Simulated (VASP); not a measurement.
# Al (Im-3m) in VASP: settings compared, part 2 of 2

VASP 6.6.1. The steps go on from the part before.

### 6 Single point, PBEsol

This run uses another cell than the first one: it holds 1 atom, not 2.

INCAR reads:

```
PREC     = Accurate       # precision mode
ENCUT    = 520            # plane-wave cutoff, eV
EDIFF    = 1E-6           # SCF threshold, eV
ISMEAR   = -1             # smearing method
SIGMA    = 0.05           # smearing width, eV
LREAL    = False          # projectors in reciprocal space
LASPH    = True           # aspherical terms in the spheres
NELM     = 100            # most SCF steps
ALGO     = Normal         # electronic algorithm
ISIF     = 2              # what is computed and relaxed
LWAVE    = False          # write WAVECAR
LCHARG   = False          # write CHGCAR
GGA      = PS             # functional
NBANDS   = 8              # bands
```

KPOINTS reads:

```
regular mesh
0
Gamma
  12 12 12
```

POSCAR reads:

```
Al
1.0
   -1.4802960967      1.4802960967      1.4802960967
    1.4802960967     -1.4802960967      1.4802960967
    1.4802960967      1.4802960967     -1.4802960967
Al
1
Direct
    0.0000000000      0.0000000000      0.0000000000
```

Potentials or basis: VASP PAW PBE potentials, release 64 (Al).

Run with:

```sh
cat potpaw_PBE.64/Al/POTCAR > POTCAR
mpirun -np 1 vasp_std > vasp.out
```

OUTCAR:

```text
PREC = Accurate
   ENCUT = 520
   EDIFF = 1E-6
   ISMEAR = -1
   LREAL = False
   LASPH = True
   NELM = 100
   ISIF = 2
   GGA = PS

 ion  position               nearest neighbor table
   1  0.000  0.000  0.000-

  LATTYP: Found a body centered cubic cell.
 ALAT       =     2.9605921934

  Lattice vectors:

 A1 = (  -1.4802960967,   1.4802960967,   1.4802960967)
 A2 = (   1.4802960967,  -1.4802960967,   1.4802960967)
 A3 = (   1.4802960967,   1.4802960967,  -1.4802960967)

Analysis of symmetry for initial positions (statically):
=====================================================================
 Subroutine PRICEL returns:
 Original cell was already a primitive cell.

 Routine SETGRP: Setting up the symmetry group for a
 body centered cubic supercell.

 Subroutine GETGRP returns: Found 48 space group operations
[... 9 lines left out ...]

 Routine SETGRP: Setting up the symmetry group for a
 body centered cubic supercell.

 Subroutine GETGRP returns: Found 48 space group operations
[... 11 lines left out ...]
                                     Primitive cell

  volume of cell :      12.9750

  direct lattice vectors                    reciprocal lattice vectors
    -1.480296097  1.480296097  1.480296097     0.000000000  0.337770262  0.337770262
     1.480296097 -1.480296097  1.480296097     0.337770262  0.000000000  0.337770262
     1.480296097  1.480296097 -1.480296097     0.337770262  0.337770262  0.000000000

  length of vectors
     2.563948050  2.563948050  2.563948050     0.477679285  0.477679285  0.477679285

  position of ions in fractional coordinates (direct lattice)
     0.000000000  0.000000000  0.000000000

  ion indices of the primitive-cell ions
   primitive index   ion index
                 1           1

----------------------------------------------------------------------------------------

 KPOINTS: regular mesh

Automatic generation of k-mesh.
 Grid dimensions read from file:
 generate k-points for:   12   12   12

 Generating k-lattice:

  Cartesian coordinates                     Fractional coordinates (reciprocal lattice)
     0.000000000  0.028147522  0.028147522     0.083333333  0.000000000  0.000000000
     0.028147522  0.000000000  0.028147522     0.000000000  0.083333333  0.000000000
     0.028147522  0.028147522  0.000000000     0.000000000  0.000000000  0.083333333

  Length of vectors
     0.039806607  0.039806607  0.039806607

  Shift w.r.t. Gamma in fractional coordinates (k-lattice)
     0.000000000  0.000000000  0.000000000

 Subroutine IBZKPT returns following result:
 ===========================================

 Found     72 irreducible k-points:

 Following reciprocal coordinates:
            Coordinates               Weight
  0.000000  0.000000  0.000000      1.000000
  0.083333  0.000000  0.000000     12.000000
  0.166667  0.000000  0.000000     12.000000
  0.250000  0.000000  0.000000     12.000000
  0.333333  0.000000  0.000000     12.000000
  0.416667  0.000000  0.000000     12.000000
[... 16 lines left out ...]
  0.333333  0.083333  0.083333     24.000000
  0.416667  0.083333  0.083333     12.000000
 [... further k-points ...]
   k-points           NKPTS =     72   k-points in BZ     NKDIM =     72   number of bands    NBANDS=      8
   number of dos      NEDOS =    301   number of ions     NIONS =      1
   total plane-waves  NPLWV =   8000
   dimension x,y,z NGX =    20 NGY =   20 NGZ =   20
   dimension x,y,z NGXF=    40 NGYF=   40 NGZF=   40
   ions per type =               1
   NGX,Y,Z   is equivalent  to a cutoff of  12.97, 12.97, 12.97 a.u.
   NGXF,Y,Z  is equivalent  to a cutoff of  25.94, 25.94, 25.94 a.u.
 SYSTEM =  unknown system
   PREC   = accura    normal or accurate (medium, high low for compatibility)
   ISTART =      0    job   : 0-new  1-cont  2-samecut
   ICHARG =      2    charge: 1-file 2-atom 10-const
   ISPIN  =      1    spin polarized calculation?
   LNONCOLLINEAR =      F non collinear calculations
   LSORBIT =      F    spin-orbit coupling
   LASPH  =      T    aspherical Exc in radial PAW
   ENCUT  =  520.0 eV  38.22 Ry    6.18 a.u.   4.77  4.77  4.77*2*pi/ulx,y,z
   NELM   =    100;   NELMIN=  2; NELMDL= -5     # of ELM steps
   EDIFF  = 0.1E-05   stopping-criterion for ELM
   LREAL  =      F    real-space projection
   EDIFFG = 0.1E-04   stopping-criterion for IOM
   NSW    =      0    number of steps for IOM
   IBRION =     -1    ionic relax: 0-MD 1-quasi-New 2-CG
   NFREE  =      0    steps in history (QN), initial steepest desc. (CG)
   ISIF   =      2    stress and relaxation
   ISYM   =      2    0-nonsym 1-usesym 2-fastsym
   POTIM  = 0.5000    time-step for ionic-motion
   TEBEG  =    0.0;   TEEND  =   0.0 temperature during run
   PSTRESS=    0.0 pullay stress
   NELECT =       3.0000    total number of electrons
   NUPDOWN=      -1.0000    fix difference up-down
   EMIN   =  10.00;   EMAX   =-10.00  energy-range for DOS
[... 5 lines left out ...]
     AMIX     =   0.40;   BMIX     =  1.00
     AMIX_MAG =   1.60;   BMIX_MAG =  1.00
  volume/ion in A,a.u.               =      12.97        87.56
  Fermi-wavevector in a.u.,A,eV,Ry     =   1.004801  1.898798 13.736778  1.009625
  Thomas-Fermi vector in A             =   2.137440
   LORBIT       =      0    0 simple, 1 ext, 2 COOP (PROOUT), +10 PAW based schemes
   GGA     = PS    functional components
   LHFCALC =     F    Hartree Fock is set to
   AEXX    =    0.0000 exact exchange contribution
   IVDW    =     0    specifies the selected vdW correction
   LEPSILON=     F    determine dielectric tensor
   LRPA    =     F    only Hartree local field effects (RPA)
 non-spin polarized calculation
  energy-cutoff  :      520.00
  volume of cell :       12.97
 maximum number of plane-waves:       370
   NGX =  9   NGY =  9   NGZ =  9

 number of electron       3.0000000 magnetization

 Free energy of the ion-electron system (eV)
  ---------------------------------------------------
  ext. energy  EPLUGINS =         0.00000000
  ---------------------------------------------------
  free energy    TOTEN  =        -3.71423978 eV

  energy without entropy =       -3.71035767  energy(sigma->0) =       -3.71229873

 E-fermi :  10.7156     XC(G=0): -11.1731

 val. band max:       10.6298309843   @ k =   0.2500   0.2500   0.1667
 cond. band min:      10.7212525783   @ k =  -0.3333  -0.4167   0.0833
 fundamental gap:      0.0914215940
 Fermi energy:        10.7155954683

 k-point     1 :       0.0000    0.0000    0.0000
  band No.  band energies     occupation
      1      -2.1948      2.00000
      2      25.4951      0.00000
      3      25.4951      0.00000
      4      25.4951      0.00000
      5      28.9793      0.00000
      6      28.9793      0.00000
      7      29.3311      0.00000
      8      29.3311      0.00000

 k-point     2 :       0.0833    0.0000    0.0000
  band No.  band energies     occupation
      1      -1.9608      2.00000
      2      23.3802      0.00000
      3      24.5799      0.00000
      4      24.7192      0.00000
      5      27.3321      0.00000
      6      27.6534      0.00000
      7      29.6247      0.00000
      8      30.0596      0.00000

 k-point     3 :       0.1667    0.0000    0.0000
  band No.  band energies     occupation
      1      -1.2620      2.00000
      2      19.4887      0.00000
      3      22.9695      0.00000
      4      23.4547      0.00000
      5      25.6088      0.00000
      6      26.7902      0.00000
      7      30.2279      0.00000
      8      30.6249      0.00000
[... 210 lines left out ...]
 k-point    23 :       0.3333    0.0833    0.0833
  band No.  band energies     occupation
      1       3.9336      2.00000
      2       9.2921      2.00000
      3      16.2447      0.00000
      4      18.1606      0.00000
      5      26.9970      0.00000
      6      27.9613      0.00000
      7      33.9143      0.00000
      8      35.2686      0.00000

 k-point    24 :       0.4167    0.0833    0.0833
  band No.  band energies     occupation
      1       5.8738      2.00000
      2       6.9668      2.00000
      3      16.0286      0.00000
      4      17.9643      0.00000
      5      26.8038      0.00000
      6      27.8196      0.00000
      7      34.5579      0.00000
      8      36.8078      0.00000

 [... further k-points ...]
[... 5 lines left out ...]
  --------------------------------------------------------------------------------------
  -------------------------------------------------------------------------------------
  Total        2.4437089      2.4437089      2.4437089     -0.0000000      0.0000000      0.0000000
  in kB      301.7548629    301.7548629    301.7548629     -0.0000000      0.0000000      0.0000000
  external PRESSURE =     301.7548629 kB  Pullay stress =       0.0000000 kB

 VOLUME and BASIS-vectors are now :
 -----------------------------------------------------------------------------
  energy-cutoff  :      520.00
  volume of cell :       12.97
      direct lattice vectors                 reciprocal lattice vectors
    -1.480296097  1.480296097  1.480296097     0.000000000  0.337770262  0.337770262
     1.480296097 -1.480296097  1.480296097     0.337770262  0.000000000  0.337770262
     1.480296097  1.480296097 -1.480296097     0.337770262  0.337770262  0.000000000

 POSITION                                       TOTAL-FORCE (eV/Angst)
 -----------------------------------------------------------------------------------
      0.00000      0.00000      0.00000        -0.000000     -0.000000      0.000000
 -----------------------------------------------------------------------------------
    total drift:                                0.000000      0.000000     -0.000000

  FREE ENERGIE OF THE ION-ELECTRON SYSTEM (eV)
  ---------------------------------------------------
  free  energy   TOTEN  =        -3.7142397765 eV

  energy  without entropy=       -3.7103576738  energy(sigma->0) =       -3.71229873
```

It took 9 s on 1 thread of Intel Xeon 8259CL, shared host; peak memory 0.12 GiB.

What came out:

* Free energy: -3.7142 eV
* Pressure: 30.2 GPa

Levels at points of the mesh, in eV from the Fermi level:
```csv
k point,band 1,band 2,band 3,band 4
"(0.00, 0.00, 0.00)",-12.91,14.78,14.78,14.78
"(0.50, 0.00, 0.00)",-5.26,-4.18,8.83,10.21
"(0.50, 0.50, 0.50)",2.35,2.35,2.35,2.53
```

Caveat: the PAW data sets were made with another functional, which shifts forces and pressure a little.

### 7 Summary

```tsv
level	potentials or basis	spin	cell	k mesh	gap on the mesh (eV)	pressure (GPa)
PBE exchange alone	VASP PAW PBE potentials, release 64 (Al)	collinear, ferrimagnetic start	a = 3.182 Å, 2 atoms	6 × 6 × 6	none	13.2
LDA	VASP PAW LDA potentials, release 64 (Al)	off	a = 2.756 Å, angles 109.5°, 1 atom	7 × 7 × 7	none	0.1
PBEsol	VASP PAW PBE potentials, release 64 (Al)	off	a = 2.756 Å, angles 109.5°, 1 atom	7 × 7 × 7	none	1.8
r2SCAN	VASP PAW PBE potentials, release 64 (Al)	off	a = 2.756 Å, angles 109.5°, 1 atom	7 × 7 × 7	none	-0.7
PBEsol	VASP PAW PBE potentials, release 64 (Al)	off	a = 2.564 Å, angles 109.5°, 1 atom	12 × 12 × 12	none	30.2
```

Alike in all rows: task single point; cutoff (eV) 520; smearing fermi-dirac 0.05 eV.

Caveats: some runs use coarse meshes; the PAW data sets were made with another functional, which shifts forces and pressure a little (some runs).

Total energies depend on the potentials used, so only differences within one code and one set of settings carry meaning.
